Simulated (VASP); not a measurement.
# CaTlH3 (Pm-3m) in VASP: further runs

Runs on CaTlH3. Level: PBEsol. Tasks: single point, relaxation of cell and atoms.

All numbers are computed with VASP 6.6.1; they aren't measurements. Logs are shortened: lines on timing, memory, paths and dates and some standing lists are left out, and cuts for length are marked.

## (1) The cell of the first run

Symmetry: Pm-3m, No. 221, cubic system. Conventional cell: a = 4.197 Å, b = 4.197 Å, c = 4.197 Å, α = 90.00°, β = 90.00°, γ = 90.00°. Ca (site symmetry m-3m) has 12 H at 2.97 Å and 8 Tl at 3.63 Å within 3.9 Å. Within 2.8 Å of Tl (site symmetry m-3m) lie 6 H at 2.10 Å. H (site symmetry 4/mmm) has 2 Tl at 2.10 Å within 2.8 Å.

## (2) Single point, PBEsol

File INCAR:

```
SYSTEM = CaTlH3
PREC = Accurate ; ENCUT = 520
EDIFF = 1E-7 ; ISMEAR = -1
SIGMA = 0.03 ; LREAL = .FALSE.
LASPH = .TRUE. ; NELM = 100
ALGO = Normal ; ISIF = 2
LWAVE = .FALSE. ; LCHARG = .FALSE.
GGA = PS ; NBANDS = 21
```

File KPOINTS:

```
Automatic mesh
0
G
  6 6 6
  0 0 0
```

File POSCAR:

```
CaTlH3
1.0
    4.1969880256      0.0000000000      0.0000000000
    0.0000000000      4.1969880256      0.0000000000
    0.0000000000      0.0000000000      4.1969880256
Ca Tl H
1 1 3
Direct
    0.0000000000      0.0000000000      0.0000000000
    0.5000000000      0.5000000000      0.5000000000
    0.0000000000      0.5000000000      0.5000000000
    0.5000000000      0.0000000000      0.5000000000
    0.5000000000      0.5000000000      0.0000000000
```

Potentials or basis: VASP PAW PBE potentials, release 64 (Ca_sv, Tl_d, H).

On the command line:

```sh
$ cat potpaw_PBE.64/Ca_sv/POTCAR potpaw_PBE.64/Tl_d/POTCAR potpaw_PBE.64/H/POTCAR > POTCAR
$ mpirun -np 1 vasp_std > vasp.out
```

OUTCAR:

```text
SYSTEM = CaTlH3
   PREC = Accurate
   ENCUT = 520
   EDIFF = 1E-7
   ISMEAR = -1
   LREAL = .FALSE.
   LASPH = .TRUE.
   NELM = 100
   ISIF = 2
   GGA = PS

 ion  position               nearest neighbor table
   1  0.000  0.000  0.000-   2 3.63   2 3.63   2 3.63   2 3.63   2 3.63   2 3.63   2 3.63   2 3.63

   2  0.500  0.500  0.500-   3 2.10   4 2.10   5 2.10   5 2.10   4 2.10   3 2.10   1 3.63   1 3.63
                             1 3.63   1 3.63   1 3.63   1 3.63   1 3.63   1 3.63
   3  0.000  0.500  0.500-   2 2.10   2 2.10
   4  0.500  0.000  0.500-   2 2.10   2 2.10
   5  0.500  0.500  0.000-   2 2.10   2 2.10

  LATTYP: Found a simple cubic cell.
 ALAT       =     4.1969880256

  Lattice vectors:

 A1 = (   4.1969880256,   0.0000000000,   0.0000000000)
 A2 = (   0.0000000000,   4.1969880256,   0.0000000000)
 A3 = (   0.0000000000,   0.0000000000,   4.1969880256)

Analysis of symmetry for initial positions (statically):
=====================================================================
 Subroutine PRICEL returns:
 Original cell was already a primitive cell.

 Routine SETGRP: Setting up the symmetry group for a
 simple cubic supercell.

 Subroutine GETGRP returns: Found 48 space group operations
 (whereof 48 operations were pure point group operations)
 out of a pool of 48 trial point group operations.

The static configuration has the point symmetry O_h .

Analysis of symmetry for dynamics (positions and initial velocities):
=====================================================================
 Subroutine PRICEL returns:
 Original cell was already a primitive cell.

 Routine SETGRP: Setting up the symmetry group for a
 simple cubic supercell.

 Subroutine GETGRP returns: Found 48 space group operations
 (whereof 48 operations were pure point group operations)
 out of a pool of 48 trial point group operations.

The dynamic configuration has the point symmetry O_h .

 Subroutine INISYM returns: Found 48 space group operations
 (whereof 48 operations are pure point group operations),
 and found     1 'primitive' translations

----------------------------------------------------------------------------------------

                                     Primitive cell

  volume of cell :      73.9287

  direct lattice vectors                    reciprocal lattice vectors
     4.196988026  0.000000000  0.000000000     0.238266107  0.000000000  0.000000000
     0.000000000  4.196988026  0.000000000     0.000000000  0.238266107  0.000000000
     0.000000000  0.000000000  4.196988026     0.000000000  0.000000000  0.238266107

  length of vectors
     4.196988026  4.196988026  4.196988026     0.238266107  0.238266107  0.238266107

  position of ions in fractional coordinates (direct lattice)
     0.000000000  0.000000000  0.000000000
     0.500000000  0.500000000  0.500000000
     0.000000000  0.500000000  0.500000000
     0.500000000  0.000000000  0.500000000
     0.500000000  0.500000000  0.000000000

  ion indices of the primitive-cell ions
   primitive index   ion index
                 1           1
                 2           2
                 3           3
                 4           4
                 5           5

----------------------------------------------------------------------------------------

 KPOINTS: Automatic mesh

Automatic generation of k-mesh.
 Grid dimensions read from file:
 generate k-points for:    6    6    6

 Generating k-lattice:

  Cartesian coordinates                     Fractional coordinates (reciprocal lattice)
     0.039711018  0.000000000  0.000000000     0.166666667  0.000000000  0.000000000
     0.000000000  0.039711018  0.000000000     0.000000000  0.166666667  0.000000000
     0.000000000  0.000000000  0.039711018     0.000000000  0.000000000  0.166666667

  Length of vectors
     0.039711018  0.039711018  0.039711018

  Shift w.r.t. Gamma in fractional coordinates (k-lattice)
     0.000000000  0.000000000  0.000000000

 Subroutine IBZKPT returns following result:
 ===========================================

 Found     20 irreducible k-points:

 Following reciprocal coordinates:
            Coordinates               Weight
  0.000000  0.000000  0.000000      1.000000
  0.166667  0.000000  0.000000      6.000000
  0.333333  0.000000  0.000000      6.000000
  0.500000  0.000000  0.000000      3.000000
  0.166667  0.166667  0.000000     12.000000
  0.333333  0.166667  0.000000     24.000000
[... 12 lines left out ...]
  0.500000  0.500000  0.333333      6.000000
  0.500000  0.500000  0.500000      1.000000
   k-points           NKPTS =     20   k-points in BZ     NKDIM =     20   number of bands    NBANDS=     21
   number of dos      NEDOS =    301   number of ions     NIONS =      5
   total plane-waves  NPLWV =  32768
   dimension x,y,z NGX =    32 NGY =   32 NGZ =   32
   dimension x,y,z NGXF=    64 NGYF=   64 NGZF=   64
   ions per type =               1   1   3
   NGX,Y,Z   is equivalent  to a cutoff of  12.68, 12.68, 12.68 a.u.
   NGXF,Y,Z  is equivalent  to a cutoff of  25.35, 25.35, 25.35 a.u.
 SYSTEM =  CaTlH3
   PREC   = accura    normal or accurate (medium, high low for compatibility)
   ISTART =      0    job   : 0-new  1-cont  2-samecut
   ICHARG =      2    charge: 1-file 2-atom 10-const
   ISPIN  =      1    spin polarized calculation?
   LNONCOLLINEAR =      F non collinear calculations
   LSORBIT =      F    spin-orbit coupling
   LASPH  =      T    aspherical Exc in radial PAW
   ENCUT  =  520.0 eV  38.22 Ry    6.18 a.u.   7.80  7.80  7.80*2*pi/ulx,y,z
   NELM   =    100;   NELMIN=  2; NELMDL= -5     # of ELM steps
   EDIFF  = 0.1E-06   stopping-criterion for ELM
   LREAL  =      F    real-space projection
   EDIFFG = 0.1E-05   stopping-criterion for IOM
   NSW    =      0    number of steps for IOM
   IBRION =     -1    ionic relax: 0-MD 1-quasi-New 2-CG
   NFREE  =      0    steps in history (QN), initial steepest desc. (CG)
   ISIF   =      2    stress and relaxation
   ISYM   =      2    0-nonsym 1-usesym 2-fastsym
   POTIM  = 0.5000    time-step for ionic-motion
   TEBEG  =    0.0;   TEEND  =   0.0 temperature during run
   PSTRESS=    0.0 pullay stress
   NELECT =      26.0000    total number of electrons
   NUPDOWN=      -1.0000    fix difference up-down
   EMIN   =  10.00;   EMAX   =-10.00  energy-range for DOS
   EFERMI =   0.00;   METHOD = LEGACY
   ISMEAR =    -1;   SIGMA  =   0.03  broadening in eV -4-tet -1-fermi 0-gaus
   EFERMI_NEDOS =   21; number of points for ismear=-14 and -15
   IALGO  =     38    algorithm
   IMIX   =      4    mixing-type and parameters
     AMIX     =   0.40;   BMIX     =  1.00
     AMIX_MAG =   1.60;   BMIX_MAG =  1.00
  volume/ion in A,a.u.               =      14.79        99.78
  Fermi-wavevector in a.u.,A,eV,Ry     =   1.155566  2.183704 18.168316  1.335334
  Thomas-Fermi vector in A             =   2.292194
   LORBIT       =      0    0 simple, 1 ext, 2 COOP (PROOUT), +10 PAW based schemes
   GGA     = PS    functional components
   LHFCALC =     F    Hartree Fock is set to
   AEXX    =    0.0000 exact exchange contribution
   IVDW    =     0    specifies the selected vdW correction
   LEPSILON=     F    determine dielectric tensor
   LRPA    =     F    only Hartree local field effects (RPA)
 non-spin polarized calculation
  energy-cutoff  :      520.00
  volume of cell :       73.93
 maximum number of plane-waves:      2011
 NGX is ok and might be reduce to    32
   NGX = 15   NGY = 15   NGZ = 15

 number of electron      25.9999997 magnetization

 Free energy of the ion-electron system (eV)
  ---------------------------------------------------
  ext. energy  EPLUGINS =         0.00000000
  ---------------------------------------------------
  free energy    TOTEN  =       -13.48279192 eV

  energy without entropy =      -13.47930547  energy(sigma->0) =      -13.48104869

 E-fermi :   4.9240     XC(G=0):  -9.3744

 val. band max:        4.8770150439   @ k =   0.3333   0.3333   0.0000
 cond. band min:       4.9793300911   @ k =   0.5000   0.0000   0.0000
 fundamental gap:      0.1023150471
 Fermi energy:         4.9239717845

 k-point     1 :       0.0000    0.0000    0.0000
  band No.  band energies     occupation
      1     -37.9368      2.00000
      2     -18.9811      2.00000
      3     -18.9811      2.00000
      4     -18.9811      2.00000
      5      -7.7924      2.00000
      6      -7.7924      2.00000
[... 13 lines left out ...]
     20       7.2610      0.00000
     21       7.2610      0.00000

 k-point     2 :       0.1667    0.0000    0.0000
  band No.  band energies     occupation
      1     -37.9364      2.00000
      2     -18.9913      2.00000
      3     -18.9804      2.00000
      4     -18.9804      2.00000
      5      -7.7885      2.00000
      6      -7.7216      2.00000
[... 13 lines left out ...]
     20       7.5968      0.00000
     21       8.5144      0.00000

 k-point     3 :       0.3333    0.0000    0.0000
  band No.  band energies     occupation
      1     -37.9355      2.00000
      2     -19.0115      2.00000
      3     -18.9789      2.00000
      4     -18.9789      2.00000
      5      -7.7808      2.00000
      6      -7.5896      2.00000
[... 13 lines left out ...]
     20       8.4848      0.00000
     21       8.5057      0.00000

 k-point     4 :       0.5000    0.0000    0.0000
  band No.  band energies     occupation
      1     -37.9350      2.00000
      2     -19.0215      2.00000
      3     -18.9782      2.00000
      4     -18.9782      2.00000
      5      -7.7769      2.00000
      6      -7.5285      2.00000
[... 13 lines left out ...]
     20       9.4324      0.00000
     21       9.4324      0.00000

 k-point     5 :       0.1667    0.1667    0.0000
  band No.  band energies     occupation
      1     -37.9359      2.00000
      2     -18.9910      2.00000
      3     -18.9896      2.00000
      4     -18.9796      2.00000
      5      -7.7538      2.00000
      6      -7.6775      2.00000
[... 13 lines left out ...]
     20       7.9976      0.00000
     21       9.4427      0.00000

 k-point     6 :       0.3333    0.1667    0.0000
  band No.  band energies     occupation
      1     -37.9350      2.00000
      2     -19.0101      2.00000
      3     -18.9883      2.00000
      4     -18.9780      2.00000
      5      -7.7367      2.00000
      6      -7.5455      2.00000
[... 13 lines left out ...]
     20       8.6267      0.00000
     21       9.2087      0.00000

 k-point     7 :       0.5000    0.1667    0.0000
  band No.  band energies     occupation
      1     -37.9346      2.00000
      2     -19.0199      2.00000
      3     -18.9874      2.00000
      4     -18.9773      2.00000
      5      -7.7321      2.00000
      6      -7.4802      2.00000
[... 13 lines left out ...]
     20       9.1127      0.00000
     21      10.4432      0.00000
[... 195 lines left out ...]
      1     -37.9329      2.00000
      2     -19.0138      2.00000
      3     -19.0138      2.00000
      4     -18.9836      2.00000
      5      -7.5719      2.00000
      6      -7.3378      2.00000
[... 13 lines left out ...]
     20       8.3595      0.00000
     21       8.3595      0.00000

 k-point    17 :       0.3333    0.3333    0.3333
  band No.  band energies     occupation
      1     -37.9329      2.00000
      2     -19.0044      2.00000
      3     -19.0034      2.00000
      4     -19.0034      2.00000
      5      -7.4122      2.00000
      6      -7.4122      2.00000
[... 13 lines left out ...]
     20       8.6406      0.00000
     21       8.6406      0.00000

 k-point    18 :       0.5000    0.3333    0.3333
  band No.  band energies     occupation
      1     -37.9324      2.00000
      2     -19.0128      2.00000
      3     -19.0028      2.00000
      4     -19.0024      2.00000
      5      -7.4109      2.00000
      6      -7.3190      2.00000
[... 13 lines left out ...]
     20       8.5113      0.00000
     21       8.5992      0.00000

 k-point    19 :       0.5000    0.5000    0.3333
  band No.  band energies     occupation
      1     -37.9320      2.00000
      2     -19.0116      2.00000
      3     -19.0116      2.00000
      4     -19.0015      2.00000
      5      -7.3663      2.00000
      6      -7.3277      2.00000
[... 13 lines left out ...]
     20       8.0612      0.00000
     21       8.0612      0.00000

 k-point    20 :       0.5000    0.5000    0.5000
  band No.  band energies     occupation
      1     -37.9316      2.00000
      2     -19.0105      2.00000
      3     -19.0105      2.00000
      4     -19.0105      2.00000
      5      -7.3228      2.00000
      6      -7.3228      2.00000
[... 13 lines left out ...]
     20       7.8944      0.00000
     21       7.8944      0.00000

------------------------ aborting loop because EDIFF is reached ----------------------------------------

  FORCE on cell =-STRESS in cart. coord.  units (eV):
  Direction    XX          YY          ZZ          XY          YZ          ZX
  --------------------------------------------------------------------------------------
  -------------------------------------------------------------------------------------
  Total       -0.0420686     -0.0420686     -0.0420686      0.0000000     -0.0000000      0.0000000
  in kB       -0.9117067     -0.9117067     -0.9117067      0.0000000     -0.0000000      0.0000000
  external PRESSURE =      -0.9117067 kB  Pullay stress =       0.0000000 kB

 VOLUME and BASIS-vectors are now :
 -----------------------------------------------------------------------------
  energy-cutoff  :      520.00
  volume of cell :       73.93
      direct lattice vectors                 reciprocal lattice vectors
     4.196988026  0.000000000  0.000000000     0.238266107  0.000000000  0.000000000
     0.000000000  4.196988026  0.000000000     0.000000000  0.238266107  0.000000000
     0.000000000  0.000000000  4.196988026     0.000000000  0.000000000  0.238266107

 POSITION                                       TOTAL-FORCE (eV/Angst)
 -----------------------------------------------------------------------------------
      0.00000      0.00000      0.00000         0.000000      0.000000      0.000000
      2.09849      2.09849      2.09849         0.000000      0.000000      0.000000
      0.00000      2.09849      2.09849         0.000000      0.000000      0.000000
      2.09849      0.00000      2.09849         0.000000      0.000000      0.000000
      2.09849      2.09849      0.00000         0.000000      0.000000      0.000000
 -----------------------------------------------------------------------------------
    total drift:                                0.000000     -0.000000     -0.000000

  FREE ENERGIE OF THE ION-ELECTRON SYSTEM (eV)
  ---------------------------------------------------
  free  energy   TOTEN  =       -13.4827919166 eV

  energy  without entropy=      -13.4793054714  energy(sigma->0) =      -13.48104869
```

Wall time 22 s (1 thread of Intel Xeon Platinum 8375C at 2.90GHz (Ice Lake), shared host); peak memory 0.19 GiB.

Results:

| Quantity | Value |
| --- | --- |
| Free energy | -13.4828 eV |
| Pressure | -0.1 GPa |
| Band gap on the k mesh | zero (band 13 reaches 5.43 eV, above the bottom of band 14 at 4.44 eV) |

Caveat: the PAW data sets were made with another functional, which shifts forces and pressure a little; spin-orbit coupling is left out, which moves the levels of the heavy elements.

[end of part 1 of 2]
